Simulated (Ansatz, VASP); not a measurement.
Cd3Se2: VASP beside Ansatz

Contents of POSCAR:

```
Cd3Se2
1.0
    4.0906858552      0.0000000000      0.0000000000
   -2.0453429276      3.5426378695      0.0000000000
    0.0000000000      0.0000000000      9.2850879579
Cd Se
3 2
Direct
    0.0000000000      0.0000000000      0.3543852102
    0.0000000000      0.0000000000      0.6456147898
    0.0000000000      0.0000000000      0.0000000000
    0.6666666667      0.3333333333      0.8208437257
    0.3333333333      0.6666666667      0.1791562743
```

INCAR.step1

```
SYSTEM = Cd3Se2
PREC = Accurate ; ENCUT = 520
ISMEAR = 0 ; SIGMA = 0.1
LREAL = .False. ; LASPH = .True.
NELM = 60 ; NBANDS = 32
GGA = PE ; ALGO = Normal
EDIFF = 1E-4 ; LWAVE = .True.
LCHARG = .False.
```

Contents of INCAR.step2:

```
SYSTEM = Cd3Se2
PREC = Accurate ; ENCUT = 520
EDIFF = 1E-6 ; ISMEAR = 0
SIGMA = 0.1 ; LREAL = .False.
LASPH = .True. ; NELM = 60
ALGO = Normal ; ISIF = 2
LWAVE = .False. ; LCHARG = .False.
METAGGA = R2SCAN ; LMIXTAU = .True.
NBANDS = 32 ; ISTART = 1
```

The input KPOINTS:

```
Automatic mesh
0
Gamma
  12 12 4
  0 0 0
```

Input for Ansatz:

```yaml
crystal:
  lattice:
    - [4.0906858552, 0.0, 0.0]
    - [-2.0453429276, 3.5426378695, 0.0]
    - [0.0, 0.0, 9.2850879579]
  atoms:
    - { symbol: Cd, position: [0.0, 0.0, 0.3543852102] }
    - { symbol: Cd, position: [0.0, 0.0, 0.6456147898] }
    - { symbol: Cd, position: [0.0, 0.0, 0.0] }
    - { symbol: Se, position: [0.6666666667, 0.3333333333, 0.8208437257] }
    - { symbol: Se, position: [0.3333333333, 0.6666666667, 0.1791562743] }
basis:
  ecutwfc: 500
kpoints:
  mp_grid: { grid: [12, 12, 4] }
hamiltonian:
  xc: r2scan
scf:
  occupations: { method: gaussian, width: 0.1 }
output:
  forces: true
  stress: true
  eigenvalues: true
```

Alike in both runs: task single point; functional r2SCAN; k mesh 12 × 12 × 4; occupations gaussian, width 0.1 eV; no spin polarisation.

|  | VASP | Ansatz |
| --- | --- | --- |
| version | VASP 6.6.1 | Ansatz 0.2.0 |
| potentials or method | VASP PAW PBE potentials, release 64 (Cd, Se), cutoff 520 eV | scalar-relativistic, plane waves, PAW |
| valence electrons in the cell | 48 | 92 |

|  | VASP | Ansatz | Ansatz less VASP |
| --- | --- | --- | --- |
| gap on the k mesh at the Fermi level (eV) | 0.31 | 0.33 | +0.024 |
| least direct gap on the mesh (eV) | 0.41 | 0.44 | +0.027 |
| pressure (GPa) | -1.3 | -1.6 | -0.26 |
| traceless stress, the component that is largest in VASP (GPa) | 0.12 | 0.05 | -0.068 |
| rms of the force components (eV/Å) | 0.016 | 0.016 | +0.0002 |

VASP's potentials were made for PBE, not for r2SCAN. Atom by atom the forces differ by 0.000 eV/Å (rms over components). With one functional, cell and mesh, what is left measures potentials, basis and numerics. VASP's potentials hold 48 valence electrons a cell and Ansatz's 92, so a difference there can come from the potentials and not from the codes.
